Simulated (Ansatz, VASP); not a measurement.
## Pt: VASP beside Ansatz

The input INCAR:

```
PREC = Accurate ; ENCUT = 520
EDIFF = 1E-7 ; ISMEAR = 0
SIGMA = 0.15 ; LREAL = F
LASPH = T ; NELM = 80
ALGO = Fast ; ISIF = 2
LWAVE = F ; LCHARG = F
GGA = PE ; NBANDS = 17
```

The input KPOINTS:

```
Automatic mesh
0
Gamma
  18 18 10
```

POSCAR

```
Pt
1.0
    2.8068000000      0.0000000000      0.0000000000
   -1.4034000000      2.4307601033      0.0000000000
    0.0000000000      0.0000000000      4.6021000000
Pt
2
Direct
    0.6666666667      0.3333333333      0.7500000000
    0.3333333333      0.6666666667      0.2500000000
```

Input for Ansatz:

```yaml
crystal:
  lattice:
    - [2.8068, 0.0, 0.0]
    - [-1.4034, 2.4307601033, 0.0]
    - [0.0, 0.0, 4.6021]
  atoms:
    - { symbol: Pt, position: [0.6666666667, 0.3333333333, 0.75] }
    - { symbol: Pt, position: [0.3333333333, 0.6666666667, 0.25] }
basis:
  ecutwfc: 420
kpoints:
  mp_grid: { grid: [18, 18, 10] }
hamiltonian:
  xc: pbe
scf:
  occupations: { method: gaussian, width: 0.15 }
output:
  forces: true
  stress: true
  eigenvalues: true
```

Alike in both runs: task single point; functional PBE; k mesh 18 × 18 × 10; occupations gaussian, width 0.15 eV; no spin polarisation.

|  | VASP | Ansatz |
| --- | --- | --- |
| version | VASP 6.6.1 | Ansatz 0.2.0 |
| potentials or method | VASP PAW PBE potentials, release 64 (Pt), cutoff 520 eV | scalar-relativistic, plane waves, PAW |
| valence electrons in the cell | 20 | 36 |

```tsv
	VASP	Ansatz	Ansatz less VASP
gap on the k mesh at the Fermi level (eV)	none	none	-
pressure (GPa)	0.2	0.7	+0.47
traceless stress, the component that is largest in VASP (GPa)	5.05	5.13	+0.079
```

A gap of «none» marks a metal or a gap that the smearing closes. With one functional, cell and mesh, what is left measures potentials, basis and numerics. VASP's potentials hold 20 valence electrons a cell and Ansatz's 36, so a difference there can come from the potentials and not from the codes.

Spin-orbit coupling is off throughout.
